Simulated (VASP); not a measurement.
# SiC (Cm) in VASP: a series of runs

Runs on SiC. Level: r2SCAN. Tasks: single point.

Everything below comes from runs of VASP 6.6.1. Logs are shortened: lines on timing, memory, paths and dates and some standing lists are left out, and cuts for length are marked.

**1. The cell of the first run**

It takes space group Cm (No. 8, monoclinic). Conventional cell: a = 5.326 Å, b = 3.075 Å, c = 5.048 Å, α = 90.00°, β = 90.00°, γ = 90.00°. Within 2.4 Å of Si (site symmetry m) lie 4 C at 1.79 to 1.88 Å. Si (site symmetry m) has 3 C at 1.78 to 1.90 Å within 2.4 Å. Within 2.4 Å of C (site symmetry m) lie 3 Si at 1.78 to 1.79 Å. Within 2.5 Å of C (site symmetry m) lie 4 Si at 1.88 to 1.90 Å.

**2. Single point, r2SCAN (atom 3 (C) moved -0.600 Å towards its neighbour atom 2 (Si) at 1.883 Å)**

The input, POSCAR:

```
SiC
1.0
    3.0751950059      0.0000000000      0.0000000000
   -1.5375975029      2.6631969967      0.0000000000
    0.0000000000      0.0000000000      5.0481668544
Si C
2 2
Direct
    0.3333333333      0.6666666667      0.0046028828
    0.6666666667      0.3333333333      0.5046028828
    0.5457684268      0.7728842134      0.3408186221
    0.6666666667      0.3333333333      0.8803971172
```

The input, INCAR.step1:

```
SYSTEM = SiC
ALGO = Normal
EDIFF = 1E-4
ENCUT = 520
GGA = PE
ISMEAR = 0
LASPH = .True.
LCHARG = .False.
LREAL = .False.
LWAVE = .True.
NBANDS = 16
NELM = 80
PREC = Accurate
SIGMA = 0.05
```

The input, INCAR.step2:

```
SYSTEM = SiC
ALGO = Normal
EDIFF = 1E-6
ENCUT = 520
ISIF = 2
ISMEAR = 0
ISTART = 1
LASPH = .True.
LCHARG = .False.
LMIXTAU = .True.
LREAL = .False.
LWAVE = .False.
METAGGA = R2SCAN
NBANDS = 16
NELM = 80
PREC = Accurate
SIGMA = 0.05
```

The input, KPOINTS:

```
k-points
0
Gamma
  12 12 6
  0 0 0
```

Potentials or basis: VASP PAW PBE potentials, release 64 (Si, C).

Started as:

```console
> cat potpaw_PBE.64/Si/POTCAR potpaw_PBE.64/C/POTCAR > POTCAR
> cp INCAR.step1 INCAR
> mpirun -np 1 vasp_std > vasp.out
> cp INCAR.step2 INCAR
> mpirun -np 1 vasp_std > vasp.out
```

OUTCAR:

```text
SYSTEM = SiC
   EDIFF = 1E-6
   ENCUT = 520
   ISIF = 2
   ISMEAR = 0
   ISTART = 1
   LASPH = .True.
   LREAL = .False.
   METAGGA = R2SCAN
   NELM = 80
   PREC = Accurate

 ion  position               nearest neighbor table
   1  0.333  0.667  0.005-   3 1.79   4 1.88   4 1.88   4 1.88   2 3.09   2 3.09   2 3.09   2 3.09
                             2 3.09   2 3.09
   2  0.667  0.333  0.505-   3 1.78   3 1.78   4 1.90   3 2.48   1 3.09   1 3.09   1 3.09   1 3.09
                             1 3.09   1 3.09
   3  0.546  0.773  0.341-   2 1.78   2 1.78   1 1.79   2 2.48
   4  0.667  0.333  0.880-   1 1.88   1 1.88   1 1.88   2 1.90

  LATTYP: Found a hexagonal cell.
 ALAT       =     3.0751950059
 C/A-ratio  =     1.6415761748

  Lattice vectors:

 A1 = (   3.0751950059,   0.0000000000,   0.0000000000)
 A2 = (  -1.5375975029,   2.6631969967,   0.0000000000)
 A3 = (   0.0000000000,   0.0000000000,   5.0481668544)

Analysis of symmetry for initial positions (statically):
=====================================================================
 Subroutine PRICEL returns:
 Original cell was already a primitive cell.

 Routine SETGRP: Setting up the symmetry group for a
 hexagonal supercell.

 Subroutine GETGRP returns: Found  2 space group operations
 (whereof  2 operations were pure point group operations)
 out of a pool of 24 trial point group operations.

The static configuration has the point symmetry C_1h.

Analysis of symmetry for dynamics (positions and initial velocities):
=====================================================================
 Subroutine PRICEL returns:
 Original cell was already a primitive cell.

 Routine SETGRP: Setting up the symmetry group for a
 hexagonal supercell.

 Subroutine GETGRP returns: Found  2 space group operations
 (whereof  2 operations were pure point group operations)
 out of a pool of 24 trial point group operations.

The dynamic configuration has the point symmetry C_1h.

 Subroutine INISYM returns: Found  2 space group operations
 (whereof  2 operations are pure point group operations),
 and found     1 'primitive' translations

----------------------------------------------------------------------------------------

                                     Primitive cell

  volume of cell :      41.3437

  direct lattice vectors                    reciprocal lattice vectors
     3.075195006  0.000000000  0.000000000     0.325182630  0.187744279  0.000000000
    -1.537597503  2.663196997  0.000000000     0.000000000  0.375488558  0.000000000
     0.000000000  0.000000000  5.048166854     0.000000000  0.000000000  0.198091709

  length of vectors
     3.075195006  3.075195006  5.048166854     0.375488558  0.375488558  0.198091709

  position of ions in fractional coordinates (direct lattice)
     0.333333333  0.666666667  0.004602883
     0.666666667  0.333333333  0.504602883
     0.545768427  0.772884213  0.340818622
     0.666666667  0.333333333  0.880397117

  ion indices of the primitive-cell ions
   primitive index   ion index
                 1           1
                 2           2
                 3           3
                 4           4

----------------------------------------------------------------------------------------

 KPOINTS: k-points

Automatic generation of k-mesh.
 Grid dimensions read from file:
 generate k-points for:   12   12    6

 Generating k-lattice:

  Cartesian coordinates                     Fractional coordinates (reciprocal lattice)
     0.027098553  0.015645357  0.000000000     0.083333333  0.000000000  0.000000000
     0.000000000  0.031290713  0.000000000     0.000000000  0.083333333  0.000000000
     0.000000000  0.000000000  0.033015285     0.000000000  0.000000000  0.166666667

  Length of vectors
     0.031290713  0.031290713  0.033015285

  Shift w.r.t. Gamma in fractional coordinates (k-lattice)
     0.000000000  0.000000000  0.000000000

 Subroutine IBZKPT returns following result:
 ===========================================

 Found    242 irreducible k-points:

 Following reciprocal coordinates:
            Coordinates               Weight
  0.000000  0.000000  0.000000      1.000000
  0.083333  0.000000  0.000000      2.000000
  0.000000  0.083333  0.000000      4.000000
  0.166667  0.000000  0.000000      2.000000
  0.000000  0.166667  0.000000      4.000000
  0.250000  0.000000  0.000000      2.000000
[... 16 lines left out ...]
 -0.083333  0.416667  0.000000      4.000000
 -0.416667  0.333333  0.000000      4.000000
 [... further k-points ...]
   k-points           NKPTS =    242   k-points in BZ     NKDIM =    242   number of bands    NBANDS=     16
   number of dos      NEDOS =    301   number of ions     NIONS =      4
   total plane-waves  NPLWV =  23040
   dimension x,y,z NGX =    24 NGY =   24 NGZ =   40
   dimension x,y,z NGXF=    48 NGYF=   48 NGZF=   80
   ions per type =               2   2
   NGX,Y,Z   is equivalent  to a cutoff of  12.97, 12.97, 13.17 a.u.
   NGXF,Y,Z  is equivalent  to a cutoff of  25.95, 25.95, 26.35 a.u.
 SYSTEM =  SiC
   PREC   = accura    normal or accurate (medium, high low for compatibility)
   ISTART =      1    job   : 0-new  1-cont  2-samecut
   ICHARG =      0    charge: 1-file 2-atom 10-const
   ISPIN  =      1    spin polarized calculation?
   LNONCOLLINEAR =      F non collinear calculations
   LSORBIT =      F    spin-orbit coupling
   LASPH  =      T    aspherical Exc in radial PAW
   ENCUT  =  520.0 eV  38.22 Ry    6.18 a.u.   5.72  5.72  9.39*2*pi/ulx,y,z
   NELM   =     80;   NELMIN=  2; NELMDL=  0     # of ELM steps
   EDIFF  = 0.1E-05   stopping-criterion for ELM
   LREAL  =      F    real-space projection
   EDIFFG = 0.1E-04   stopping-criterion for IOM
   NSW    =      0    number of steps for IOM
   IBRION =     -1    ionic relax: 0-MD 1-quasi-New 2-CG
   NFREE  =      0    steps in history (QN), initial steepest desc. (CG)
   ISIF   =      2    stress and relaxation
   ISYM   =      2    0-nonsym 1-usesym 2-fastsym
   POTIM  = 0.5000    time-step for ionic-motion
   TEBEG  =    0.0;   TEEND  =   0.0 temperature during run
   PSTRESS=    0.0 pullay stress
   NELECT =      16.0000    total number of electrons
   NUPDOWN=      -1.0000    fix difference up-down
   EMIN   =  10.00;   EMAX   =-10.00  energy-range for DOS
   EFERMI =   0.00;   METHOD = LEGACY
   ISMEAR =     0;   SIGMA  =   0.05  broadening in eV -4-tet -1-fermi 0-gaus
   EFERMI_NEDOS =   21; number of points for ismear=-14 and -15
   IALGO  =     38    algorithm
   IMIX   =      4    mixing-type and parameters
     AMIX     =   0.40;   BMIX     =  1.00
     AMIX_MAG =   1.60;   BMIX_MAG =  1.00
  volume/ion in A,a.u.               =      10.34        69.75
  Fermi-wavevector in a.u.,A,eV,Ry     =   1.193012  2.254466 19.364879  1.423278
  Thomas-Fermi vector in A             =   2.329037
   LORBIT       =      0    0 simple, 1 ext, 2 COOP (PROOUT), +10 PAW based schemes
   METAGGA = R2SCAN    functional components
   LHFCALC =     F    Hartree Fock is set to
   AEXX    =    0.0000 exact exchange contribution
   IVDW    =     0    specifies the selected vdW correction
   LEPSILON=     F    determine dielectric tensor
   LRPA    =     F    only Hartree local field effects (RPA)
 non-spin polarized calculation
 Gauss-broadening in eV      SIGMA  =   0.05
  energy-cutoff  :      520.00
  volume of cell :       41.34
 maximum number of plane-waves:      1126
   NGX = 11   NGY = 11   NGZ = 19

 number of electron      15.9999999 magnetization

 Free energy of the ion-electron system (eV)
  ---------------------------------------------------
  ext. energy  EPLUGINS =         0.00000000
  ---------------------------------------------------
  free energy    TOTEN  =       -37.02918171 eV

  energy without entropy =      -37.02917900  energy(sigma->0) =      -37.02918035

 E-fermi :   9.6396     XC(G=0): -11.9577

 val. band max:        9.5495679583   @ k =   0.0000   0.0000   0.0000
 cond. band min:       9.7394483355   @ k =   0.4167   0.1667   0.0000
 fundamental gap:      0.1898803773
 Fermi energy:         9.6396313604

 k-point     1 :       0.0000    0.0000    0.0000
  band No.  band energies     occupation
      1      -8.2457      2.00000
      2      -4.4728      2.00000
      3      -1.1262      2.00000
      4       5.8780      2.00000
      5       7.1804      2.00000
      6       7.5406      2.00000
[... 8 lines left out ...]
     15      18.8375      0.00000
     16      19.4594      0.00000

 k-point     2 :       0.0833    0.0000    0.0000
  band No.  band energies     occupation
      1      -8.1245      2.00000
      2      -4.3693      2.00000
      3      -1.0152      2.00000
      4       5.7412      2.00000
      5       6.4436      2.00000
      6       7.4448      2.00000
[... 8 lines left out ...]
     15      18.4602      0.00000
     16      18.7971      0.00000

 k-point     3 :       0.0000    0.0833    0.0000
  band No.  band energies     occupation
      1      -8.1202      2.00000
      2      -4.3708      2.00000
      3      -1.0101      2.00000
      4       5.3781      2.00000
      5       6.8790      2.00000
      6       7.3922      2.00000
[... 8 lines left out ...]
     15      18.3017      0.00000
     16      19.3957      0.00000

 k-point     4 :       0.1667    0.0000    0.0000
  band No.  band energies     occupation
      1      -7.7664      2.00000
      2      -4.0673      2.00000
      3      -0.6923      2.00000
      4       4.8198      2.00000
      5       5.3966      2.00000
      6       6.9547      2.00000
[... 8 lines left out ...]
     15      18.2140      0.00000
     16      18.3703      0.00000

 k-point     5 :       0.0000    0.1667    0.0000
  band No.  band energies     occupation
      1      -7.7466      2.00000
      2      -4.0769      2.00000
      3      -0.6710      2.00000
      4       4.1259      2.00000
      5       6.0140      2.00000
      6       6.8783      2.00000
[... 8 lines left out ...]
     15      17.7171      0.00000
     16      19.9242      0.00000

 k-point     6 :       0.2500    0.0000    0.0000
  band No.  band energies     occupation
      1      -7.1912      2.00000
      2      -3.5984      2.00000
      3      -0.2014      2.00000
      4       3.0165      2.00000
      5       4.9809      2.00000
      6       5.8014      2.00000
[... 8 lines left out ...]
     15      19.0693      0.00000
     16      19.1343      0.00000
[... 267 lines left out ...]
 k-point    21 :      -0.3333    0.2500    0.0000
  band No.  band energies     occupation
      1      -6.6815      2.00000
      2      -3.3397      2.00000
      3       0.1668      2.00000
      4       2.1331      2.00000
      5       3.8453      2.00000
      6       5.4674      2.00000
[... 8 lines left out ...]
     15      19.5367      0.00000
     16      20.9750      0.00000

 k-point    22 :       0.3333    0.0833    0.0000
  band No.  band energies     occupation
      1      -5.9684      2.00000
      2      -2.7523      2.00000
      3       0.1703      2.00000
      4       1.3672      2.00000
      5       3.6679      2.00000
      6       4.3278      2.00000
[... 8 lines left out ...]
     15      19.9533      0.00000
     16      21.7295      0.00000

 k-point    23 :      -0.0833    0.4167    0.0000
  band No.  band energies     occupation
      1      -5.7275      2.00000
      2      -3.1676      2.00000
      3       0.2853      2.00000
      4       1.7702      2.00000
      5       2.6987      2.00000
      6       4.7104      2.00000
[... 8 lines left out ...]
     15      20.3579      0.00000
     16      21.1989      0.00000

 k-point    24 :      -0.4167    0.3333    0.0000
  band No.  band energies     occupation
      1      -5.7823      2.00000
      2      -3.0849      2.00000
      3       0.3035      2.00000
      4       1.7085      2.00000
      5       2.7059      2.00000
      6       4.7648      2.00000
[... 8 lines left out ...]
     15      19.8439      0.00000
     16      21.7398      0.00000

 [... further k-points ...]
[... 5 lines left out ...]
  --------------------------------------------------------------------------------------
  -------------------------------------------------------------------------------------
  Total        1.2107906      2.6386919      2.5291173     -1.2365988      0.1900350      0.3291500
  in kB       46.9212928    102.2561919     98.0098883    -47.9214284      7.3643515     12.7554199
  external PRESSURE =      82.3957910 kB  Pullay stress =       0.0000000 kB

 VOLUME and BASIS-vectors are now :
 -----------------------------------------------------------------------------
  energy-cutoff  :      520.00
  volume of cell :       41.34
      direct lattice vectors                 reciprocal lattice vectors
     3.075195006  0.000000000  0.000000000     0.325182630  0.187744279  0.000000000
    -1.537597503  2.663196997  0.000000000     0.000000000  0.375488558  0.000000000
     0.000000000  0.000000000  5.048166854     0.000000000  0.000000000  0.198091709

 POSITION                                       TOTAL-FORCE (eV/Angst)
 -----------------------------------------------------------------------------------
     -0.00000      1.77546      0.02324         0.729070      0.420929     -1.297272
      1.53760      0.88773      2.54732         1.486313      0.858123      0.519392
      0.48996      2.05834      1.72051        -2.202144     -1.271408      2.123996
      1.53760      0.88773      4.44439        -0.013240     -0.007644     -1.346116
 -----------------------------------------------------------------------------------
    total drift:                               -0.000000      0.000002     -0.000032

  FREE ENERGIE OF THE ION-ELECTRON SYSTEM (eV)
  ---------------------------------------------------
  free  energy   TOTEN  =       -37.0291817074 eV

  energy  without entropy=      -37.0291790010  energy(sigma->0) =      -37.02918035
```

Run time: 2.7 min. Hardware: 1 thread of Intel Xeon 6975P-C (Granite Rapids), shared host; peak memory 0.25 GiB.

What came out:

| Quantity | Value |
| --- | --- |
| Free energy | -37.0292 eV |
| Pressure | 8.2 GPa |
| Largest force | 3.313 eV/Å |
| Band gap on the k mesh | 0.19 eV, indirect (least direct gap 3.15 eV) |

Forces on the atoms (eV/Å):
```
Si   0.729  0.421 -1.297
Si   1.486  0.858  0.519
C   -2.202 -1.271  2.124
C   -0.013 -0.008 -1.346
```

Stress tensor (GPa, compression positive):
```
 4.69 -4.79  1.28
-4.79 10.23  0.74
 1.28  0.74  9.80
```

Levels at points of the mesh, in eV from the valence-band top:
```csv
k point,band 5,band 6,band 7,band 8,band 9,band 10,band 11,band 12
"(0.00, 0.00, 0.00)",-2.37,-2.01,-1.51,0.00,3.50,4.48,5.80,6.26
"(0.50, 0.00, 0.00)",-6.50,-5.27,-3.46,-2.90,0.50,1.83,5.41,5.80
"(0.00, 0.50, 0.00)",-6.85,-5.73,-4.31,-2.13,1.90,3.61,5.10,5.61
"(0.00, 0.00, 0.50)",-3.27,-2.25,-2.17,-0.11,4.15,5.06,5.33,5.98
"(0.50, 0.00, 0.50)",-4.78,-4.64,-4.15,-3.93,2.14,3.02,3.75,4.53
"(0.00, 0.50, 0.50)",-4.56,-3.88,-3.69,-2.08,1.07,1.82,3.89,4.50
```

Caveat: the cell differs from its parent crystal (atom 3 (C) moved -0.600 Å towards its neighbour atom 2 (Si) at 1.883 Å); the PAW data sets were made with another functional, which shifts forces and pressure a little.

(Continued in part 2 of 2.)
